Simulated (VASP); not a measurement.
# Fe (Fmmm) in VASP: a series of runs

The runs below take Fe through relaxation of cell and atoms, single point, with PBEsol, PBE.

All numbers are computed with VASP 6.6.1; they aren't measurements. Logs are shortened: lines on timing, memory, paths and dates and some standing lists are left out, and cuts for length are marked.

### Step 1. The cell of the first run

The structure is orthorhombic, space group Fmmm (No. 69). The conventional cell has a = 2.997 Å, b = 3.883 Å, c = 3.930 Å, α = 90.00°, β = 90.00°, γ = 90.00°. Fe (site symmetry mmm) has 14 Fe at 2.45 to 3.00 Å within 3.2 Å.

### Step 2. Relaxation of cell and atoms, PBEsol, collinear spin, ferromagnetic start, target pressure 2 GPa, at which the enthalpy is minimised

Contents of INCAR:

```
ALGO = Normal
EDIFF = 1E-6
EDIFFG = -0.01
ENCUT = 600
GGA = PS
IBRION = 2
ISIF = 3
ISMEAR = -1
ISPIN = 2
LASPH = True
LCHARG = False
LMAXMIX = 4
LORBIT = 11
LREAL = False
LWAVE = False
MAGMOM = 3
NELM = 150
NSW = 60
PREC = Accurate
PSTRESS = 20.0
SIGMA = 0.05
```

Contents of KPOINTS:

```
k-points
0
Gamma
  13 13 13
```

Contents of POSCAR:

```
Fe
1.0
    0.0000000000      1.9417396906      1.9651051623
    1.4984397099      0.0000000000      1.9651051623
    1.4984397099      1.9417396906      0.0000000000
Fe
1
Direct
    0.0000000000      0.0000000000      0.0000000000
```

Potentials or basis: VASP PAW PBE potentials, release 64 (Fe).

Run with:

```bash
> cat potpaw_PBE.64/Fe/POTCAR > POTCAR
> mpirun -np 1 vasp_std > vasp.out
```

OUTCAR:

```text
EDIFF = 1E-6
   EDIFFG = -0.01
   ENCUT = 600
   GGA = PS
   IBRION = 2
   ISIF = 3
   ISMEAR = -1
   ISPIN = 2
   LASPH = True
   LORBIT = 11
   LREAL = False
   NELM = 150
   NSW = 60
   PREC = Accurate
   PSTRESS = 20.0

 ion  position               nearest neighbor table
   1  0.000  0.000  0.000-

  LATTYP: Found a face centered orthorhombic cell.
 ALAT       =     2.9968794198
 B/A-ratio  =     1.2958410524
 C/A-ratio  =     1.3114342535

  Lattice vectors:

 A1 = (   0.0000000000,   1.9417396906,   1.9651051623)
 A2 = (   1.4984397099,   0.0000000000,   1.9651051623)
 A3 = (   1.4984397099,   1.9417396906,   0.0000000000)

Analysis of symmetry for initial positions (statically):
=====================================================================
 Subroutine PRICEL returns:
 Original cell was already a primitive cell.

 Routine SETGRP: Setting up the symmetry group for a
 face centered orthorhombic supercell.

 Subroutine GETGRP returns: Found  8 space group operations
 (whereof  8 operations were pure point group operations)
 out of a pool of  8 trial point group operations.

The static configuration has the point symmetry D_2h.

Analysis of symmetry for dynamics (positions and initial velocities):
=====================================================================
 Subroutine PRICEL returns:
 Original cell was already a primitive cell.

 Routine SETGRP: Setting up the symmetry group for a
 face centered orthorhombic supercell.

 Subroutine GETGRP returns: Found  8 space group operations
 (whereof  8 operations were pure point group operations)
 out of a pool of  8 trial point group operations.

The dynamic configuration has the point symmetry D_2h.

Analysis of structural, dynamic, and magnetic symmetry:
=====================================================================
 Subroutine PRICEL returns:
 Original cell was already a primitive cell.

 Routine SETGRP: Setting up the symmetry group for a
 face centered orthorhombic supercell.

 Subroutine GETGRP returns: Found  8 space group operations
 (whereof  8 operations were pure point group operations)
 out of a pool of  8 trial point group operations.

The overall configuration has the point symmetry D_2h.

 Subroutine INISYM returns: Found  8 space group operations
 (whereof  8 operations are pure point group operations),
 and found     1 'primitive' translations

----------------------------------------------------------------------------------------

                                     Primitive cell

  volume of cell :      11.4353

  direct lattice vectors                    reciprocal lattice vectors
     0.000000000  1.941739691  1.965105162    -0.333680426  0.257501045  0.254439309
     1.498439710  0.000000000  1.965105162     0.333680426 -0.257501045  0.254439309
     1.498439710  1.941739691  0.000000000     0.333680426  0.257501045 -0.254439309

  length of vectors
     2.762605894  2.471226388  2.452687218     0.492329947  0.492329947  0.492329947

  position of ions in fractional coordinates (direct lattice)
     0.000000000  0.000000000  0.000000000

  ion indices of the primitive-cell ions
   primitive index   ion index
                 1           1

----------------------------------------------------------------------------------------

 KPOINTS: k-points

Automatic generation of k-mesh.
 Grid dimensions read from file:
 generate k-points for:   13   13   13

 Generating k-lattice:

  Cartesian coordinates                     Fractional coordinates (reciprocal lattice)
    -0.025667725  0.019807773  0.019572255     0.076923077  0.000000000  0.000000000
     0.025667725 -0.019807773  0.019572255     0.000000000  0.076923077 -0.000000000
     0.025667725  0.019807773 -0.019572255     0.000000000 -0.000000000  0.076923077

  Length of vectors
     0.037871534  0.037871534  0.037871534

  Shift w.r.t. Gamma in fractional coordinates (k-lattice)
     0.000000000  0.000000000  0.000000000

 Subroutine IBZKPT returns following result:
 ===========================================

 Found    343 irreducible k-points:

 Following reciprocal coordinates:
            Coordinates               Weight
  0.000000  0.000000  0.000000      1.000000
  0.076923  0.000000 -0.000000      8.000000
  0.153846 -0.000000  0.000000      8.000000
  0.230769 -0.000000 -0.000000      8.000000
  0.307692 -0.000000  0.000000      8.000000
  0.384615  0.000000  0.000000      8.000000
[... 16 lines left out ...]
  0.384615  0.153846  0.000000      8.000000
  0.461538  0.153846 -0.000000      8.000000
 [... further k-points ...]
   k-points           NKPTS =    343   k-points in BZ     NKDIM =    343   number of bands    NBANDS=     10
   number of dos      NEDOS =    301   number of ions     NIONS =      1
   total plane-waves  NPLWV =   9600
   dimension x,y,z NGX =    24 NGY =   20 NGZ =   20
   dimension x,y,z NGXF=    48 NGYF=   40 NGZF=   40
   ions per type =               1
   NGX,Y,Z   is equivalent  to a cutoff of  14.44, 13.45, 13.56 a.u.
   NGXF,Y,Z  is equivalent  to a cutoff of  28.89, 26.91, 27.11 a.u.
 SYSTEM =  unknown system
   PREC   = accura    normal or accurate (medium, high low for compatibility)
   ISTART =      0    job   : 0-new  1-cont  2-samecut
   ICHARG =      2    charge: 1-file 2-atom 10-const
   ISPIN  =      2    spin polarized calculation?
   LNONCOLLINEAR =      F non collinear calculations
   LSORBIT =      F    spin-orbit coupling
   LASPH  =      T    aspherical Exc in radial PAW
   ENCUT  =  600.0 eV  44.10 Ry    6.64 a.u.   5.52  4.94  4.90*2*pi/ulx,y,z
   NELM   =    150;   NELMIN=  2; NELMDL= -5     # of ELM steps
   EDIFF  = 0.1E-05   stopping-criterion for ELM
   LREAL  =      F    real-space projection
   EDIFFG = -.1E-01   stopping-criterion for IOM
   NSW    =     60    number of steps for IOM
   IBRION =      2    ionic relax: 0-MD 1-quasi-New 2-CG
   NFREE  =      1    steps in history (QN), initial steepest desc. (CG)
   ISIF   =      3    stress and relaxation
   ISYM   =      2    0-nonsym 1-usesym 2-fastsym
   POTIM  = 0.5000    time-step for ionic-motion
   TEBEG  =    0.0;   TEEND  =   0.0 temperature during run
   PSTRESS=   20.0 pullay stress
   NELECT =       8.0000    total number of electrons
   NUPDOWN=      -1.0000    fix difference up-down
   EMIN   =  10.00;   EMAX   =-10.00  energy-range for DOS
   EFERMI =   0.00;   METHOD = LEGACY
   ISMEAR =    -1;   SIGMA  =   0.05  broadening in eV -4-tet -1-fermi 0-gaus
   EFERMI_NEDOS =   21; number of points for ismear=-14 and -15
   IALGO  =     38    algorithm
   IMIX   =      4    mixing-type and parameters
     AMIX     =   0.40;   BMIX     =  1.00
     AMIX_MAG =   1.60;   BMIX_MAG =  1.00
  volume/ion in A,a.u.               =      11.44        77.17
  Fermi-wavevector in a.u.,A,eV,Ry     =   1.453303  2.746344 28.736719  2.112089
  Thomas-Fermi vector in A             =   2.570585
   LORBIT       =     11    0 simple, 1 ext, 2 COOP (PROOUT), +10 PAW based schemes
   GGA     = PS    functional components
   LHFCALC =     F    Hartree Fock is set to
   AEXX    =    0.0000 exact exchange contribution
   IVDW    =     0    specifies the selected vdW correction
   LEPSILON=     F    determine dielectric tensor
   LRPA    =     F    only Hartree local field effects (RPA)
 conjugate gradient relaxation of ions
 spin polarized calculation
  energy-cutoff  :      600.00
  volume of cell :       11.44
 maximum number of plane-waves:       396
 NGX is ok and might be reduce to    24
   NGX = 11   NGY =  9   NGZ =  9

--------------------------------------- Ionic step        1  -------------------------------------------

 number of electron       7.9999998 magnetization       2.2002740

 Free energy of the ion-electron system (eV)
  ---------------------------------------------------
  ext. energy  EPLUGINS =         0.00000000
  ---------------------------------------------------
  free energy    TOTEN  =        -8.88035246 eV

  energy without entropy =       -8.87077479  energy(sigma->0) =       -8.87556362

------------------------ aborting loop because EDIFF is reached ----------------------------------------

  FORCE on cell =-STRESS in cart. coord.  units (eV):
  Direction    XX          YY          ZZ          XY          YZ          ZX
  --------------------------------------------------------------------------------------
  -------------------------------------------------------------------------------------
  Total       -1.1013519     -0.5102248     -0.6108012     -0.0000000      0.0000000      0.0000000
  in kB     -154.3087723    -71.4868328    -85.5784473     -0.0000000      0.0000000      0.0000000
  external PRESSURE =    -123.7913508 kB  Pullay stress =      20.0000000 kB
[... 94 lines left out ...]
  energy  without entropy=       -8.8985810640  energy(sigma->0) =       -8.90255990

  enthalpy is  TOTEN    =        -8.7735060256 eV   P V=        0.1330327059

[... ionic steps 4 to 9 ...]

--------------------------------------- Ionic step       10  -------------------------------------------

 number of electron       7.9999999 magnetization       2.0544073

------------------------ aborting loop because EDIFF is reached ----------------------------------------
[... 69 lines left out ...]
--------------------------------------- Ionic step       12  -------------------------------------------

 number of electron       7.9999999 magnetization       2.0542979

 Free energy of the ion-electron system (eV)
  ---------------------------------------------------
  ext. energy  EPLUGINS =         0.00000000
  ---------------------------------------------------
  free energy    TOTEN  =        -8.92151555 eV

  energy without entropy =       -8.91282388  energy(sigma->0) =       -8.91716972

 E-fermi :   6.3704     XC(G=0): -13.6258

 val. band max:        6.3615743249   @ k =  -0.1538   0.1538   0.1538
 cond. band min:       6.3710470618   @ k =   0.4615   0.1538   0.1538
 fundamental gap:      0.0094727369
 Fermi energy:         6.3704302021

 spin component 1

 k-point     1 :       0.0000    0.0000    0.0000
  band No.  band energies     occupation
      1      -2.5709      1.00000
      2       3.8948      1.00000
      3       3.9002      1.00000
      4       3.9043      1.00000
      5       5.2755      1.00000
      6       5.2824      1.00000
      7      31.8108      0.00000
      8      31.8291      0.00000
      9      31.8479      0.00000
     10      37.3257      0.00000
[... 287 lines left out ...]
 k-point    24 :       0.4615    0.1538   -0.0000
  band No.  band energies     occupation
      1       1.5102      1.00000
      2       2.8675      1.00000
      3       3.8434      1.00000
      4       5.2148      1.00000
      5       5.7095      1.00000
      6       7.8421      0.00000
      7      17.1777      0.00000
      8      21.9839      0.00000
      9      27.0787      0.00000
     10      32.7072      0.00000

 [... further k-points ...]

 spin component 2

 k-point     1 :       0.0000    0.0000    0.0000
  band No.  band energies     occupation
      1      -2.3121      1.00000
      2       5.6731      1.00000
      3       5.6808      1.00000
      4       5.6860      1.00000
      5       7.8107      0.00000
      6       7.8211      0.00000
      7      31.7378      0.00000
      8      31.7564      0.00000
      9      31.7756      0.00000
     10      37.6526      0.00000
[... 331 lines left out ...]
  energy  without entropy=       -8.9128238802  energy(sigma->0) =       -8.91716972

  enthalpy is  TOTEN    =        -8.7880023990 eV   P V=        0.1335131522

 reached required accuracy - stopping structural energy minimisation

 total charge

# of ion       s       p       d       tot
------------------------------------------
    1        0.516   0.600   6.290   7.407

 magnetization (x)

# of ion       s       p       d       tot
------------------------------------------
    1       -0.013  -0.051   2.098   2.035
```

It took 6.3 min on 1 thread of Intel Xeon Platinum 8259CL at 2.50GHz (Skylake/Cascade Lake), shared host; peak memory 0.23 GiB.

Results:

```yaml
Free_energy: -8.9215 eV
Relaxed_volume: 10.70 Å³/atom
Relaxed_cell: a = 2.775 Å, b = 2.405 Å, c = 2.404 Å, α = 70.50°, β = 54.77°, γ = 54.73°
Space_group_after_relaxing_to_0.05_Å: Im-3m (No. 229)
Energy_change_on_relaxing_the_enthalpy_is_what_falls: -41.2 meV/atom
Ionic_steps: 12
Pressure_after_relaxing: 1.9 GPa
Net_moment: 2.05 μB per cell
Site_moments: Fe +2.04 μB
Valence_electrons_inside_the_program's_atomic_spheres: Fe 7.41
```

Stress tensor (GPa, compression positive):
```
1.87 0.00 0.00
0.00 2.07 0.00
0.00 0.00 1.86
```

The path:
| step | energy change (eV) | largest force (eV/Å) | pressure (GPa) | volume (Å³) |
| --- | --- | --- | --- | --- |
| 1 | 0.0000 | 0.0000 | -10.38 | 11.44 |
| 2 | 0.0119 | 0.0000 | 20.12 | 10.03 |
| 3 | -0.0262 | 0.0000 | 3.27 | 10.66 |
| 4 | -0.0362 | 0.0000 | 3.48 | 10.63 |
| 5 | -0.0391 | 0.0000 | 4.00 | 10.60 |
| 6 | -0.0392 | 0.0000 | 4.16 | 10.60 |
| 7 | -0.0416 | 0.0000 | -0.96 | 10.84 |
| 8 | -0.0411 | 0.0000 | 1.92 | 10.70 |
| 9 | -0.0412 | 0.0000 | 1.81 | 10.70 |
| 10 | -0.0412 | 0.0000 | 1.94 | 10.70 |
| 11 | -0.0412 | 0.0000 | 1.93 | 10.70 |
| 12 | -0.0412 | 0.0000 | 1.93 | 10.70 |

Final structure:
```
CELL_PARAMETERS angstrom
0.00000 1.96152 1.96275
1.38905 0.00000 1.96275
1.38905 1.96152 0.00000
ATOMIC_POSITIONS crystal
Fe 0.00000 0.00000 0.00000
```

Caveat: the cell is relaxed towards a set pressure, so the enthalpy falls and the energy may rise; the PAW data sets were made with another functional, which shifts forces and pressure a little.

### Step 3. Single point, PBE, collinear spin, zero start

Contents of INCAR:

```
PREC = Accurate
ENCUT = 520
EDIFF = 1E-6
ISMEAR = -1
SIGMA = 0.05
LREAL = F
LASPH = T
NELM = 150
ALGO = Normal
ISIF = 2
LWAVE = F
LCHARG = F
ISPIN = 2
MAGMOM = 0
LORBIT = 11
NUPDOWN = 0.0
LMAXMIX = 4
GGA = PE
NBANDS = 14
```

Contents of KPOINTS:

```
regular mesh
0
Gamma
  11 11 11
```

POSCAR is that of step 2.

Potentials or basis: VASP PAW PBE potentials, release 64 (Fe).

Run with:

```bash
> cat potpaw_PBE.64/Fe/POTCAR > POTCAR
> mpirun -np 1 vasp_std > vasp.out
```

Wall time 32 s (1 thread of Intel Xeon Platinum 8559C (Emerald Rapids), shared host); peak memory 0.17 GiB.

The run converged. Its results:

| Item | Value |
| --- | --- |
| Free energy | -7.7630 eV |
| Pressure | -19.9 GPa |
| Net moment | 0.00 μB per cell |
| Valence electrons inside the program's atomic spheres | Fe 7.25 |

Stress tensor (GPa, compression positive):
```
 -5.23   0.00   0.00
  0.00 -26.16   0.00
  0.00   0.00 -28.45
```

Caveat: the total moment is fixed, so each spin has its own Fermi level.

### Step 4. Single point, PBE, collinear spin, ferromagnetic start

Contents of INCAR:

```
ALGO = Normal
EDIFF = 1E-6
ENCUT = 520
GGA = PE
ISIF = 2
ISMEAR = -1
ISPIN = 2
LASPH = True
LCHARG = False
LMAXMIX = 4
LORBIT = 11
LREAL = False
LWAVE = False
MAGMOM = 0.8
NBANDS = 14
NELM = 150
NUPDOWN = 0.8
PREC = Accurate
SIGMA = 0.05
```

Contents of KPOINTS:

```
k-points
0
Gamma
  11 11 11
```

POSCAR is that of step 3.

Run with:

```bash
> cat potpaw_PBE.64/Fe/POTCAR > POTCAR
> mpirun -np 1 vasp_std > vasp.out
```

Run time: 27 s. Hardware: 1 thread of Intel Xeon Platinum 8559C (Emerald Rapids), shared host; peak memory 0.17 GiB.

It converged, with:

```yaml
Free_energy: -7.8945 eV
Pressure: -16.8 GPa
Net_moment: 0.80 μB per cell
Site_moments: Fe +0.81 μB
Valence_electrons_inside_the_program's_atomic_spheres: Fe 7.25
```

Stress tensor (GPa, compression positive):
```
 -8.21   0.00   0.00
  0.00 -19.58   0.00
  0.00   0.00 -22.73
```

Caveat: the total moment is fixed, so each spin has its own Fermi level.

### Step 5. Overview

```tsv
task	level	spin	fixed moment (μB)	cell	k mesh	cutoff (eV)	pressure (GPa)	moment (μB)
relaxation of cell and atoms	PBEsol	collinear, ferromagnetic start	-	relaxed to 2 GPa	13 × 13 × 13	600	1.9	2.05
single point	PBE	collinear, zero start	0.0	as given	11 × 11 × 11	520	-19.9	0.00
single point	PBE	collinear, ferromagnetic start	0.8	as given	11 × 11 × 11	520	-16.8	0.80
```

Alike in all rows: potentials or basis VASP PAW PBE potentials, release 64 (Fe); smearing fermi-dirac 0.05 eV.

Caveats: the total moment is fixed, so each spin has its own Fermi level (some runs); the cell is relaxed towards a set pressure, so the enthalpy falls and the energy may rise (some runs); the PAW data sets were made with another functional, which shifts forces and pressure a little (some runs).

Total energies depend on the potentials used, so only differences within one code and one set of settings carry meaning.
